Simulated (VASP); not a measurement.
# AlRu (C2/c) in VASP: relaxation of cell and atoms with PBE

Aim: the relaxation of cell and atoms of AlRu with PBE.

Everything below comes from runs of VASP 6.6.1. Logs are shortened: lines on timing, memory, paths and dates and some standing lists are left out, and cuts for length are marked.

## Step 1: The cell of the first run

It takes space group C2/c (No. 15, monoclinic). Conventional cell: a = 5.123 Å, b = 3.743 Å, c = 5.610 Å, α = 90.00°, β = 99.54°, γ = 90.00°. Within 2.8 Å of Al (site symmetry -1) lie 4 Ru at 2.13 to 2.14 Å. Within 2.9 Å of Ru (site symmetry 2) lie 4 Al at 2.13 to 2.14 Å and 2 Ru at 2.87 Å.

## Step 2: Relaxation of cell and atoms, PBE

Contents of INCAR:

```
PREC = Accurate ; ENCUT = 560
EDIFF = 1E-7 ; ISMEAR = 0
SIGMA = 0.1 ; LREAL = False
LASPH = True ; NELM = 120
ALGO = Normal ; ISIF = 3
LWAVE = False ; LCHARG = False
GGA = PE ; IBRION = 2
NSW = 90 ; EDIFFG = -0.04
GGA_COMPAT = False ; NELMIN = 4
```

Contents of KPOINTS:

```
regular mesh
0
Gamma
  6 6 4
```

Contents of POSCAR:

```
AlRu
1.0
    2.5613531101     -1.8717012521      0.0000000000
    2.5613531101      1.8717012521      0.0000000000
   -0.9297038598      0.0000000000      5.5319474154
Al Ru
2 2
Direct
    0.0000000000      0.5000000000      0.0000000000
    0.5000000000      0.0000000000      0.5000000000
    0.5816000000      0.4184000000      0.2500000000
    0.4184000000      0.5816000000      0.7500000000
```

Potentials or basis: VASP PAW PBE potentials, release 64 (Al, Ru_sv).

Launch:

```bash
$ cat potpaw_PBE.64/Al/POTCAR potpaw_PBE.64/Ru_sv/POTCAR > POTCAR
$ mpirun -np 1 vasp_std > vasp.out
```

OUTCAR:

```text
PREC = Accurate
   ENCUT = 560
   EDIFF = 1E-7
   ISMEAR = 0
   LREAL = False
   LASPH = True
   NELM = 120
   ISIF = 3
   GGA = PE
   IBRION = 2
   NSW = 90
   EDIFFG = -0.04
   NELMIN = 4

 ion  position               nearest neighbor table
   1  0.000  0.500  0.000-   3 2.13   4 2.13   4 2.14   3 2.14   4 3.04   3 3.04
   2  0.500  0.000  0.500-   4 2.13   3 2.13   4 2.14   3 2.14   4 3.04   3 3.04
   3  0.582  0.418  0.250-   2 2.13   1 2.13   2 2.14   1 2.14   1 3.04   2 3.04
   4  0.418  0.582  0.750-   1 2.13   2 2.13   2 2.14   1 2.14   1 3.04   2 3.04

  LATTYP: Found a base centered monoclinic cell.
 ALAT       =     5.1227062202
 B/A-ratio  =     0.7307470589
 C/A-ratio  =     1.0950319242
 COS(beta)  =    -0.1657365915

  Lattice vectors:

 A1 = (   2.5613531101,  -1.8717012521,   0.0000000000)
 A2 = (   2.5613531101,   1.8717012521,   0.0000000000)
 A3 = (  -0.9297038598,   0.0000000000,   5.5319474154)

Analysis of symmetry for initial positions (statically):
=====================================================================
 Subroutine PRICEL returns:
 Original cell was already a primitive cell.

 Routine SETGRP: Setting up the symmetry group for a
 base centered monoclinic supercell.

 Subroutine GETGRP returns: Found  4 space group operations
 (whereof  2 operations were pure point group operations)
 out of a pool of  4 trial point group operations.

The static configuration has the point symmetry S_2 .
 The point group associated with its full space group is C_2h.

Analysis of symmetry for dynamics (positions and initial velocities):
=====================================================================
 Subroutine PRICEL returns:
 Original cell was already a primitive cell.

 Routine SETGRP: Setting up the symmetry group for a
 base centered monoclinic supercell.

 Subroutine GETGRP returns: Found  4 space group operations
 (whereof  2 operations were pure point group operations)
 out of a pool of  4 trial point group operations.

The dynamic configuration has the point symmetry S_2 .
 The point group associated with its full space group is C_2h.

 Subroutine INISYM returns: Found  4 space group operations
 (whereof  2 operations are pure point group operations),
 and found     1 'primitive' translations

[... 90 lines left out ...]
   ISTART =      0    job   : 0-new  1-cont  2-samecut
   ICHARG =      2    charge: 1-file 2-atom 10-const
   ISPIN  =      1    spin polarized calculation?
   LNONCOLLINEAR =      F non collinear calculations
   LSORBIT =      F    spin-orbit coupling
   LASPH  =      T    aspherical Exc in radial PAW
   ENCUT  =  560.0 eV  41.16 Ry    6.42 a.u.   6.12  6.12 10.82*2*pi/ulx,y,z
   NELM   =    120;   NELMIN=  4; NELMDL= -5     # of ELM steps
   EDIFF  = 0.1E-06   stopping-criterion for ELM
   LREAL  =      F    real-space projection
   EDIFFG = -.4E-01   stopping-criterion for IOM
   NSW    =     90    number of steps for IOM
   IBRION =      2    ionic relax: 0-MD 1-quasi-New 2-CG
   NFREE  =      1    steps in history (QN), initial steepest desc. (CG)
   ISIF   =      3    stress and relaxation
   ISYM   =      2    0-nonsym 1-usesym 2-fastsym
   POTIM  = 0.5000    time-step for ionic-motion
   TEBEG  =    0.0;   TEEND  =   0.0 temperature during run
   PSTRESS=    0.0 pullay stress
   NELECT =      38.0000    total number of electrons
   NUPDOWN=      -1.0000    fix difference up-down
   EMIN   =  10.00;   EMAX   =-10.00  energy-range for DOS
   EFERMI =   0.00;   METHOD = LEGACY
   ISMEAR =     0;   SIGMA  =   0.10  broadening in eV -4-tet -1-fermi 0-gaus
   EFERMI_NEDOS =   21; number of points for ismear=-14 and -15
   IALGO  =     38    algorithm
   IMIX   =      4    mixing-type and parameters
     AMIX     =   0.40;   BMIX     =  1.00
     AMIX_MAG =   1.60;   BMIX_MAG =  1.00
  volume/ion in A,a.u.               =      13.26        89.49
  Fermi-wavevector in a.u.,A,eV,Ry     =   1.464866  2.768196 29.195839  2.145834
  Thomas-Fermi vector in A             =   2.580791
   LORBIT       =      0    0 simple, 1 ext, 2 COOP (PROOUT), +10 PAW based schemes
   GGA     = PE    functional components
   LHFCALC =     F    Hartree Fock is set to
   AEXX    =    0.0000 exact exchange contribution
   IVDW    =     0    specifies the selected vdW correction
   LEPSILON=     F    determine dielectric tensor
   LRPA    =     F    only Hartree local field effects (RPA)
 conjugate gradient relaxation of ions
 non-spin polarized calculation
 Gauss-broadening in eV      SIGMA  =   0.10
  energy-cutoff  :      560.00
  volume of cell :       53.04
 maximum number of plane-waves:      1617
   NGX = 13   NGY = 13   NGZ = 21

--------------------------------------- Ionic step        1  -------------------------------------------

 number of electron      37.9999997 magnetization

 Free energy of the ion-electron system (eV)
  ---------------------------------------------------
  ext. energy  EPLUGINS =         0.00000000
  ---------------------------------------------------
  free energy    TOTEN  =       -20.98558709 eV

  energy without entropy =      -20.96744057  energy(sigma->0) =      -20.97651383

------------------------ aborting loop because EDIFF is reached ----------------------------------------

  FORCE on cell =-STRESS in cart. coord.  units (eV):
  Direction    XX          YY          ZZ          XY          YZ          ZX
  --------------------------------------------------------------------------------------
  -------------------------------------------------------------------------------------
  Total       22.8945343     10.9642720     31.8871047      0.0000000      0.0000000     -6.5726496
  in kB      691.5576223    331.1893480    963.1892917      0.0000000      0.0000000   -198.5349820
  external PRESSURE =     661.9787540 kB  Pullay stress =       0.0000000 kB
[... 1362 lines left out ...]
     22      12.0909      0.00000
     23      12.9509      0.00000

 [... further k-points ...]

[... ionic steps 4 to 39 ...]

--------------------------------------- Ionic step       40  -------------------------------------------

 number of electron      37.9999978 magnetization

------------------------ aborting loop because EDIFF is reached ----------------------------------------
[... 71 lines left out ...]
--------------------------------------- Ionic step       42  -------------------------------------------

 number of electron      37.9999979 magnetization

 Free energy of the ion-electron system (eV)
  ---------------------------------------------------
  ext. energy  EPLUGINS =         0.00000000
  ---------------------------------------------------
  free energy    TOTEN  =       -27.32757287 eV

  energy without entropy =      -27.30724891  energy(sigma->0) =      -27.31741089

 E-fermi :  11.6109     XC(G=0): -12.3511

 val. band max:       11.5950733376   @ k =   0.5000   0.3333   0.0000
 cond. band min:      11.6112505897   @ k =  -0.1667   0.1667   0.5000
 fundamental gap:      0.0161772521
 Fermi energy:        11.6109091035
[... 655 lines left out ...]
  FREE ENERGIE OF THE ION-ELECTRON SYSTEM (eV)
  ---------------------------------------------------
  free  energy   TOTEN  =       -27.3275728725 eV

  energy  without entropy=      -27.3072489074  energy(sigma->0) =      -27.31741089

 reached required accuracy - stopping structural energy minimisation
```

CONTCAR:

```text
AlRu
   1.00000000000000
     2.4794320756601569   -1.4335353322124773   -0.1478359612392073
     2.4794320756601569    1.4335353322124773   -0.1478359612392073
    -1.0965595965640229    0.0000000000000000    7.9906531441712136
  Al              Ru
     2     2
Direct
     0.0000000000000000    0.5000000000000000    0.0000000000000000
     0.5000000000000000    0.0000000000000000    0.5000000000000000
     0.7489594427910833    0.2510405572089168    0.2500000000000000
     0.2510405572089168    0.7489594427910833    0.7500000000000000

  0.00000000E+00  0.00000000E+00  0.00000000E+00
  0.00000000E+00  0.00000000E+00  0.00000000E+00
  0.00000000E+00  0.00000000E+00  0.00000000E+00
  0.00000000E+00  0.00000000E+00  0.00000000E+00
```

Wall time 10 min (1 thread of Intel Xeon 6975P-C (Granite Rapids), shared host); peak memory 0.22 GiB.

What came out:

| Item | Value |
| --- | --- |
| Free energy | -27.3276 eV |
| Relaxed volume | 14.08 Å³/atom |
| Relaxed cell | a = 2.868 Å, b = 2.868 Å, c = 8.066 Å, α = 99.71°, β = 99.71°, γ = 59.98° |
| Space group after relaxing (to 0.1 Å) | R-3m (No. 166) |
| Pressure after relaxing | 0.0 GPa |
| Largest force after relaxing | 0.006 eV/Å |
| Band gap on the k mesh | zero (bands 19 and 20 overlap by 1.24 eV) |

Forces on the atoms (eV/Å):
```
Al   0.000  0.000  0.000
Al   0.000  0.000  0.000
Ru   0.000 -0.006  0.000
Ru   0.000  0.006  0.000
```

Final structure:
```yaml
crystal:
  lattice:
    - [2.47943, -1.43354, -0.14784]
    - [2.47943, 1.43354, -0.14784]
    - [-1.09656, 0.00000, 7.99065]
  atoms:
    - { symbol: Al, position: [0.00000, 0.50000, 0.00000] }
    - { symbol: Al, position: [0.50000, 0.00000, 0.50000] }
    - { symbol: Ru, position: [0.74896, 0.25104, 0.25000] }
    - { symbol: Ru, position: [0.25104, 0.74896, 0.75000] }
```

Caveat: a cell axis changed by over 15 % at a fixed basis, so the end point is rough.
